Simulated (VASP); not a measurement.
# SnO2 (Pnnm) in VASP: further runs, part 2 of 2

VASP 6.6.1. Earlier steps stand in the parts before.

## 4. Single point, LDA (atoms shifted along a free coordinate)

INCAR reads:

```
ALGO = Normal ; EDIFF = 1E-6
ENCUT = 520 ; GGA = CA
ISIF = 2 ; ISMEAR = 0
LASPH = True ; LCHARG = False
LREAL = False ; LWAVE = False
NBANDS = 35 ; NELM = 100
PREC = Accurate ; SIGMA = 0.05
```

KPOINTS reads:

```
k-points
0
Gamma
  6 6 8
```

POSCAR reads:

```
SnO2
1.0
    4.7222897775      0.0000000000      0.0000000000
    0.0000000000      4.7228698889      0.0000000000
    0.0000000000      0.0000000000      3.1904047622
Sn O
2 4
Direct
    0.5000000000      0.5000000000      0.5000000000
    0.0000000000      0.0000000000      0.0000000000
    0.3059833077      0.3321134587      0.0000000000
    0.8059833077      0.1678865413      0.5000000000
    0.1940166923      0.8321134587      0.5000000000
    0.6940166923      0.6678865413      0.0000000000
```

Potentials or basis: VASP PAW LDA potentials, release 64 (Sn_d, O).

On the command line:

```bash
$ cat potpaw_LDA.64/Sn_d/POTCAR potpaw_LDA.64/O/POTCAR > POTCAR
$ mpirun -np 1 vasp_std > vasp.out
```

OUTCAR:

```text
EDIFF = 1E-6
   ENCUT = 520
   GGA = CA
   ISIF = 2
   ISMEAR = 0
   LASPH = True
   LREAL = False
   NELM = 100
   PREC = Accurate

 ion  position               nearest neighbor table
   1  0.500  0.500  0.500-   6 2.00   6 2.00   3 2.00   3 2.00   5 2.13   4 2.13   2 3.70   2 3.70
                             2 3.70   2 3.70   2 3.70   2 3.70   2 3.70   2 3.70
   2  0.000  0.000  0.000-   4 2.00   4 2.00   5 2.00   5 2.00   3 2.13   6 2.13   1 3.70   1 3.70
                             1 3.70   1 3.70   1 3.70   1 3.70   1 3.70   1 3.70
   3  0.306  0.332  0.000-   1 2.00   1 2.00   2 2.13
   4  0.806  0.168  0.500-   2 2.00   2 2.00   1 2.13
   5  0.194  0.832  0.500-   2 2.00   2 2.00   1 2.13
   6  0.694  0.668  0.000-   1 2.00   1 2.00   2 2.13

  LATTYP: Found a simple orthorhombic cell.
 ALAT       =     3.1904047622
 B/A-ratio  =     1.4801538142
 C/A-ratio  =     1.4803356442

  Lattice vectors:

 A1 = (   0.0000000000,   0.0000000000,   3.1904047622)
 A2 = (   4.7222897775,   0.0000000000,   0.0000000000)
 A3 = (   0.0000000000,   4.7228698889,   0.0000000000)

[... 187 lines left out ...]
 val. band max:        5.8634278401   @ k =   0.0000   0.0000   0.0000
 cond. band min:       7.3194540304   @ k =   0.0000   0.0000   0.0000
 fundamental gap:      1.4560261903
 Fermi energy:         6.1732381261

 k-point     1 :       0.0000    0.0000    0.0000
  band No.  band energies     occupation
      1     -15.1094      2.00000
      2     -14.5510      2.00000
      3     -14.0139      2.00000
      4     -14.0065      2.00000
      5     -13.9747      2.00000
      6     -13.8457      2.00000
[... 901 lines left out ...]
     34      18.1246      0.00000
     35      18.5726      0.00000

 [... further k-points ...]

------------------------ aborting loop because EDIFF is reached ----------------------------------------

  FORCE on cell =-STRESS in cart. coord.  units (eV):
  Direction    XX          YY          ZZ          XY          YZ          ZX
  --------------------------------------------------------------------------------------
  -------------------------------------------------------------------------------------
  Total        2.1671156      1.0798991      4.1119882      0.0000000      0.0000000      0.0000000
  in kB       48.7964543     24.3158457     92.5887122      0.0000000      0.0000000      0.0000000
  external PRESSURE =      55.2336707 kB  Pullay stress =       0.0000000 kB

 VOLUME and BASIS-vectors are now :
 -----------------------------------------------------------------------------
  energy-cutoff  :      520.00
  volume of cell :       71.15
      direct lattice vectors                 reciprocal lattice vectors
     4.722289778  0.000000000  0.000000000     0.211761676  0.000000000  0.000000000
     0.000000000  4.722869889  0.000000000     0.000000000  0.211735666  0.000000000
     0.000000000  0.000000000  3.190404762     0.000000000  0.000000000  0.313439853

 POSITION                                       TOTAL-FORCE (eV/Angst)
 -----------------------------------------------------------------------------------
      2.36114      2.36143      1.59520        -0.000000     -0.000000      0.000000
      0.00000      0.00000      0.00000        -0.000000     -0.000000      0.000000
      1.44494      1.56853      0.00000        -1.544364     -1.515594      0.000000
      3.80609      0.79291      1.59520        -1.544364      1.515594      0.000000
      0.91620      3.92996      1.59520         1.544364     -1.515594     -0.000000
      3.27735      3.15434      0.00000         1.544364      1.515594     -0.000000
 -----------------------------------------------------------------------------------
    total drift:                                0.000000     -0.000000     -0.000000

  FREE ENERGIE OF THE ION-ELECTRON SYSTEM (eV)
  ---------------------------------------------------
  free  energy   TOTEN  =       -41.9053900925 eV

  energy  without entropy=      -41.9053900925  energy(sigma->0) =      -41.90539009
```

stdout:

```text
POSCAR found type information on POSCAR SnO
 POSCAR found :  2 types and       6 ions
 scaLAPACK will be used
 LDA part: xc-table for (Slater(with rela. corr.)+CA(PZ))
 , standard interpolation
 POSCAR, INCAR and KPOINTS ok, starting setup
 FFT: planning ... GRIDC
 FFT: planning ... GRID_SOFT
 FFT: planning ... GRID
 WAVECAR not read
 entering main loop
```

Run time: 2.6 min. Hardware: 1 thread of Intel Xeon 8259CL, shared host; peak memory 0.26 GiB.

What came out:

```
Free energy            : -41.9054 eV
Pressure               : 5.5 GPa
Largest force          : 2.164 eV/Å
Band gap on the k mesh : 1.46 eV
```

Forces in eV/Å, atoms in the order of the input:
```
Sn   0.000  0.000  0.000
Sn   0.000  0.000  0.000
O   -1.544 -1.516  0.000
O   -1.544  1.516  0.000
O    1.544 -1.516  0.000
O    1.544  1.516  0.000
```

Caveat: the cell differs from its parent crystal (atoms shifted along a free coordinate); the cell stands under pressure; spin-orbit coupling is left out, which moves the levels of the heavy elements; forces of over 1 eV/Å act on the atoms, so gaps and moduli don't describe the material at rest.

## 5. Single point, LDA (atoms shifted along a free coordinate)

INCAR reads:

```
PREC     = Accurate       # precision mode
ENCUT    = 520            # plane-wave cutoff, eV
EDIFF    = 1E-6           # SCF threshold, eV
ISMEAR   = 0              # smearing method
SIGMA    = 0.05           # smearing width, eV
LREAL    = F              # projectors in reciprocal space
LASPH    = T              # aspherical terms in the spheres
NELM     = 60             # most SCF steps
ALGO     = Normal         # electronic algorithm
ISIF     = 2              # what is computed and relaxed
LWAVE    = F              # write WAVECAR
LCHARG   = F              # write CHGCAR
NBANDS   = 35             # bands
```

KPOINTS reads:

```
Automatic mesh
0
Gamma
  6 6 8
```

POSCAR reads:

```
SnO2
1.0
    4.5508719057      0.0000000000      0.0000000000
    0.0000000000      4.5514309592      0.0000000000
    0.0000000000      0.0000000000      3.0745939119
Sn O
2 4
Direct
    0.5000000000      0.5000000000      0.5000000000
    0.0000000000      0.0000000000      0.0000000000
    0.3059833077      0.3061758397      0.0000000000
    0.8059833077      0.1938241603      0.5000000000
    0.1940166923      0.8061758397      0.5000000000
    0.6940166923      0.6938241603      0.0000000000
```

On the command line:

```bash
$ cat potpaw_LDA.64/Sn_d/POTCAR potpaw_LDA.64/O/POTCAR > POTCAR
$ mpirun -np 1 vasp_std > vasp.out
```

It took 79 s on 1 thread of AMD EPYC 9R45 (Zen 5), shared host; peak memory 0.22 GiB.

Results (log left out):

```
Free energy            : -41.5510 eV
Pressure               : 32.8 GPa
Largest force          : 0.467 eV/Å
Band gap on the k mesh : 2.60 eV
```

Forces in eV/Å, atoms in the order of the input:
```
Sn   0.000  0.000  0.000
Sn   0.000  0.000  0.000
O   -0.331 -0.330  0.000
O   -0.331  0.330  0.000
O    0.331 -0.330  0.000
O    0.331  0.330  0.000
```

Stress tensor (GPa, compression positive):
```
29.74  0.00  0.00
 0.00 29.74  0.00
 0.00  0.00 38.90
```

Levels at points of the mesh, in eV from the valence-band top:
| k point | band 24 | band 25 | band 26 | band 27 | band 28 | band 29 |
| --- | --- | --- | --- | --- | --- | --- |
| (0.00, 0.00, 0.00) | -0.91 | -0.91 | 0.00 | 2.60 | 6.70 | 6.70 |
| (0.50, 0.00, 0.00) | -1.15 | -0.71 | -0.71 | 5.64 | 5.64 | 7.49 |
| (0.00, 0.50, 0.00) | -1.15 | -0.71 | -0.71 | 5.64 | 5.64 | 7.49 |
| (0.50, 0.50, 0.00) | -1.27 | -1.03 | -1.03 | 6.08 | 6.08 | 8.17 |
| (0.00, 0.00, 0.50) | -2.04 | -1.45 | -1.45 | 7.50 | 7.50 | 10.34 |
| (0.50, 0.00, 0.50) | -1.35 | -0.55 | -0.55 | 7.83 | 7.83 | 8.86 |
| (0.00, 0.50, 0.50) | -1.35 | -0.55 | -0.55 | 7.83 | 7.83 | 8.86 |
| (0.50, 0.50, 0.50) | -1.10 | -0.99 | -0.99 | 5.96 | 5.96 | 9.17 |

Caveat: the cell differs from its parent crystal (atoms shifted along a free coordinate); the cell stands under pressure; spin-orbit coupling is left out, which moves the levels of the heavy elements.

## 6. Summary

| cell | gap on the mesh (eV) | pressure (GPa) | largest force (eV/Å) |
| --- | --- | --- | --- |
| a = 4.667, b = 4.667, c = 3.153 Å, 6 atoms, atomic positions A | 1.51 | 8.7 | 0.97 |
| a = 4.722, b = 4.723, c = 3.190 Å, 6 atoms, atomic positions B | 1.03 | 0.4 | 1.93 |
| a = 4.722, b = 4.723, c = 3.190 Å, 6 atoms, atomic positions C | 1.46 | 5.5 | 2.16 |
| a = 4.551, b = 4.551, c = 3.075 Å, 6 atoms, atomic positions D | 2.60 | 32.8 | 0.47 |

Alike in all rows: task single point; level LDA; potentials or basis VASP PAW LDA potentials, release 64 (Sn_d, O); no spin polarisation; k mesh 6 × 6 × 8; cutoff (eV) 520; smearing gaussian 0.05 eV.

Caveats: spin-orbit coupling is left out, which moves the levels of the heavy elements; the cell stands under pressure (at least some runs); forces of over 1 eV/Å act on the atoms, so gaps and moduli don't describe the material at rest (at least some runs).

Total energies depend on the potentials used, so only differences within one code and one set of settings carry meaning.
